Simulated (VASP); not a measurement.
Runs of VASP 6.6.1 on GaAs. The structure is that of space group F-43m (No. 216), or close to it. The cells are those of the table. 

```csv
task,level,potentials or basis,cell,k mesh,cutoff (eV),smearing,grid for exact exchange (PRECFOCK),share of exact exchange,gap on the mesh (eV),pressure (GPa)
single point,PBE0,"VASP PAW PBE potentials, release 64 (Ga_d, As)","a = 4.007 Å, angles 60.0°, 2 atoms",6 × 6 × 6,520,gaussian 0.01 eV,Normal,0.25,1.98,(b)
dielectric tensor,r2SCAN,"VASP PAW PBE potentials, release 64 (Ga_d, As_d)","a = 4.007 Å, angles 60.0°, 2 atoms",6 × 6 × 6,440,gaussian 0.01 eV,-,-,0.93,-
single point,PBEsol,"VASP PAW PBE potentials, release 64 (Ga_d, As_d)","a = 4.000 Å, angles 60.0°, 2 atoms",8 × 8 × 8,510,fermi-dirac 0.02 eV,-,-,0.44,(a)
dielectric tensor,PBE,"VASP PAW PBE potentials, release 64 (Ga_d, As_d)","a = 4.007 Å, angles 60.0°, 2 atoms",6 × 6 × 6,400,gaussian 0.01 eV,-,-,0.47,-
```

Alike in all rows: no spin polarisation.

Q: Estimate the missing entries.

A: (a) -0.1; (b) 0.3.

Caveats: the PAW data sets were made with another functional, which shifts forces and pressure a little (at least some runs); semilocal functionals underestimate gaps, and a narrow one can read as zero (at least some runs); the gap is small at this level, which inflates the dielectric constant (at least some runs).

A k mesh can miss the band edges, and the runs leave out spin-orbit coupling on As, Ga.

The runs don't all hold the same shells in valence.
